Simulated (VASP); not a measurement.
Wanted: the native input for a VASP 6.6.1 run.

| Property | Result |
| --- | --- |
| Task | single point |
| Functional | PBE |
| Potentials or basis | VASP PAW PBE potentials, release 64 (Ti_sv, Sn_d, O) |
| Cutoff | 520 eV |
| k mesh | 4 × 4 × 2 |
| Occupations | gaussian, width 0.1 eV |
| Spin | collinear spin |
| Starting moments | [1.0, 1.0, 1.0, 0.0, 0.0, 0.0, 0.0, 0.0, 0.0, 0.0, 0.0, 0.0] μB |
| Dipole correction | no |
| Further INCAR settings | ALGO = Normal; EDIFF = 1e-07; NBANDS = 65 |

The structure of Ti3SnO8 lies in POSCAR:

```
Ti3SnO8
1.0
    3.8490079800      0.0000000000      0.0000000000
    0.0000000000      3.8490079800      0.0000000000
    0.0000000000      0.0000000000      9.6775463700
Ti Sn O
3 1 8
Direct
    0.0000000000      0.0000000000      0.0000000000
    0.0000000000      0.5000000000      0.2500000000
    0.5000000000      0.0000000000      0.7500000000
    0.5000000000      0.5000000000      0.5000000000
    0.0000000000      0.0000000000      0.2081000100
    0.5000000000      0.5000000000      0.7081000100
    0.0000000000      0.5000000000      0.4581000100
    0.5000000000      0.0000000000      0.9581000100
    0.0000000000      0.5000000000      0.0418999900
    0.5000000000      0.0000000000      0.5418999900
    0.0000000000      0.0000000000      0.7918999900
    0.5000000000      0.5000000000      0.2918999900
```

The input as run:

INCAR

```
ALGO = Normal ; EDIFF = 1E-7
ENCUT = 520 ; GGA = PE
ISIF = 2 ; ISMEAR = 0
ISPIN = 2 ; LASPH = True
LCHARG = False ; LMAXMIX = 4
LORBIT = 11 ; LREAL = False
LWAVE = False ; MAGMOM = 1 1 1 0 0 0 0 0 0 0 0 0
NBANDS = 65 ; NELM = 150
PREC = Accurate ; SIGMA = 0.1
```

KPOINTS

```
k-points
0
Gamma
  4 4 2
```

Potentials or basis: VASP PAW PBE potentials, release 64 (Ti_sv, Sn_d, O).

Launch:

```sh
$ cat potpaw_PBE.64/Ti_sv/POTCAR potpaw_PBE.64/Sn_d/POTCAR potpaw_PBE.64/O/POTCAR > POTCAR
$ mpirun -np 1 vasp_std > vasp.out
```

It gave:

```json
{"Pressure": "6.2 GPa", "Largest force": "1.353 eV/Å", "Band gap on the k mesh": "2.04 eV (least direct gap 2.30 eV)", "Net moment": "0.00 μB per cell", "Valence electrons inside the program's atomic spheres": "Ti 10.17, 10.18 (each value once); Sn 12.68; O 5.05, 5.08, 5.12 (each value once)"}
```

Caveat: the cell stands under pressure; spin-orbit coupling is left out, which moves the levels of the heavy elements; forces of over 1 eV/Å act on the atoms, so gaps and moduli don't describe the material at rest.

Wall time 3.5 min on 1 thread of Intel(R) Xeon(R) Platinum 8488C (Sapphire Rapids), on a shared host, peak memory 0.38 GiB.
